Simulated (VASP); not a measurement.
Here is a VASP 6.6.1 calculation.

Contents of INCAR:

```
SYSTEM = Ti3B
ALGO = Normal ; EDIFF = 1E-7
EDIFFG = -0.01 ; ENCUT = 600
GGA = PS ; IBRION = 2
ISIF = 3 ; ISMEAR = 1
LASPH = .TRUE. ; LCHARG = .FALSE.
LREAL = .FALSE. ; LWAVE = .FALSE.
NELM = 100 ; NSW = 80
PREC = Accurate ; SIGMA = 0.1
```

KPOINTS

```
k-points
0
G
  7 7 7
  0 0 0
```

Contents of POSCAR:

```
Ti3B
1.0
    0.0000000000      2.9658973635      2.9658973635
    2.9658973635      0.0000000000      2.9658973635
    2.9658973635      2.9658973635      0.0000000000
B Ti
1 3
Direct
    0.0000000000      0.0000000000      0.0000000000
    0.5000000000      0.5000000000      0.5000000000
    0.2500000000      0.2500000000      0.2500000000
    0.7500000000      0.7500000000      0.7500000000
```

Potentials or basis: VASP PAW PBE potentials, release 64 (B, Ti_sv).

Launch:

```bash
$ cat potpaw_PBE.64/B/POTCAR potpaw_PBE.64/Ti_sv/POTCAR > POTCAR
$ mpirun -np 1 vasp_std > vasp.out
```

Problem. What does it give for the relaxed cell?

Solution. a = 4.192 Å, b = 4.192 Å, c = 4.192 Å, α = 60.00°, β = 60.00°, γ = 60.00°.

Problem. What does it give for the space group after relaxing (to 0.1 Å)?

Solution. Fm-3m (No. 225).

Problem. What does it give for the relaxed volume?

Solution. 13.02 Å³/atom.

Final structure:
```xyz
4
Lattice="0.0000 2.9643 2.9643 2.9643 0.0000 2.9643 2.9643 2.9643 0.0000" Properties=species:S:1:pos:R:3 pbc="T T T"
B     0.0000    0.0000    0.0000
Ti    2.9643    2.9643    2.9643
Ti    1.4822    1.4822    1.4822
Ti    4.4465    4.4465    4.4465
```

Caveat: the PAW data sets were made with another functional, which shifts forces and pressure a little.
